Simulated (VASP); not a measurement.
A run of VASP 6.6.1:

File INCAR:

```
ALGO = Normal ; EDIFF = 1E-6
ENCUT = 520 ; GGA = PS
GGA_COMPAT = False ; ISIF = 2
ISMEAR = -1 ; ISPIN = 2
ISYM = 0 ; LASPH = True
LCHARG = False ; LMAXMIX = 4
LORBIT = 11 ; LREAL = Auto
LWAVE = False ; MAGMOM = 0 0 0 0 0 0 0 0 0 0 0 0 0 0 0 0 0 0 0 0 0 0 0 0 0 0 0 0 0 0 0 0 0 0 0 0 0 0 0 0 0 0 0 0 0 0 0 0 0 0 0 0 0 0 0 0 0 0 0 0 0 0 0 4
NBANDS = 174 ; NELM = 200
PREC = Accurate ; SIGMA = 0.05
```

The input KPOINTS:

```
Automatic mesh
0
Gamma
  1 1 1
  0.25 0.25 0.25
```

Contents of POSCAR:

```
CrSi32C31
1.0
    8.7137060000      0.0000000000      0.0000000000
    0.0000000000      8.7137060000      0.0000000000
    0.0000000000      0.0000000000      8.7137060000
Si C Cr
32 31 1
Direct
    0.9979130000      0.9983630000      0.9980130000
    0.9980210000      0.9984700000      0.4965190000
    0.9980140000      0.4968730000      0.9981220000
    0.9974170000      0.4979640000      0.4976080000
    0.4964290000      0.9984600000      0.9981210000
    0.4975100000      0.9978710000      0.4975970000
    0.4975120000      0.4979560000      0.9975220000
    0.5157810000      0.5162380000      0.5159110000
    0.2486990000      0.2491470000      0.9999090000
    0.2518280000      0.2522940000      0.4990480000
    0.2440170000      0.7488850000      0.0012410000
    0.2464900000      0.7489770000      0.4959790000
    0.7484340000      0.2444720000      0.0012310000
    0.7485210000      0.2469490000      0.4959730000
    0.7464560000      0.7469090000      0.0013340000
    0.7587820000      0.7592380000      0.4684690000
    0.2487020000      0.0002590000      0.2487870000
    0.2440210000      0.0015780000      0.7485380000
    0.2518250000      0.4993940000      0.2519370000
    0.2464900000      0.4963270000      0.7486270000
    0.7484380000      0.0015780000      0.2441140000
    0.7464620000      0.0016870000      0.7465560000
    0.7485210000      0.4963310000      0.2465880000
    0.7587840000      0.4688180000      0.7588870000
    0.9998180000      0.2491570000      0.2487930000
    0.0011290000      0.2444700000      0.7485350000
    0.0011260000      0.7488880000      0.2441130000
    0.0012380000      0.7469080000      0.7465540000
    0.4989500000      0.2522850000      0.2519300000
    0.4958760000      0.2469520000      0.7486260000
    0.4958760000      0.7489750000      0.2465920000
    0.4683670000      0.7592530000      0.7588980000
    0.1233210000      0.1237700000      0.1234100000
    0.1243520000      0.1248060000      0.6214720000
    0.1243470000      0.6218220000      0.1244570000
    0.1232910000      0.6224690000      0.6221160000
    0.6213740000      0.1247970000      0.1244540000
    0.6220120000      0.1237460000      0.6221110000
    0.6220120000      0.6224680000      0.1233940000
    0.3740960000      0.3745420000      0.1252110000
    0.3783490000      0.3788100000      0.6257900000
    0.3713530000      0.8741540000      0.1230760000
    0.3639880000      0.8796240000      0.6205150000
    0.8737040000      0.3718020000      0.1230750000
    0.8791650000      0.3644420000      0.6205220000
    0.8732300000      0.8736850000      0.1216550000
    0.8742130000      0.8746660000      0.6208200000
    0.3740970000      0.1255630000      0.3741930000
    0.3713520000      0.1234260000      0.8738040000
    0.3783530000      0.6261330000      0.3784660000
    0.3639850000      0.6208720000      0.8792730000
    0.8737080000      0.1234270000      0.3714460000
    0.8732340000      0.1220160000      0.8733310000
    0.8791610000      0.6208850000      0.3640870000
    0.8742140000      0.6211740000      0.8743120000
    0.1251050000      0.3745520000      0.3742000000
    0.1229740000      0.3718000000      0.8738060000
    0.1229750000      0.8741620000      0.3714450000
    0.1215660000      0.8736820000      0.8733340000
    0.6256780000      0.3788110000      0.3784610000
    0.6204230000      0.3644420000      0.8792700000
    0.6204280000      0.8796180000      0.3640850000
    0.6207190000      0.8746600000      0.8743030000
    0.7060300000      0.7064760000      0.7061210000
```

Potentials or basis: VASP PAW PBE potentials, release 64 (Si, C, Cr_pv).

Launch:

```sh
$ cat potpaw_PBE.64/Si/POTCAR potpaw_PBE.64/C/POTCAR potpaw_PBE.64/Cr_pv/POTCAR > POTCAR
$ mpirun -np 1 vasp_std > vasp.out
```

Hardware: 1 thread of Intel Xeon 8259CL, with other jobs on the host.

**Question.** Estimate the wall time of this run.

**Answer.** Wall time 75 min on 1 thread of Intel Xeon 8259CL, with other jobs on the host, peak memory 1.3 GiB. Counts: scf iterations 19, k points 4.
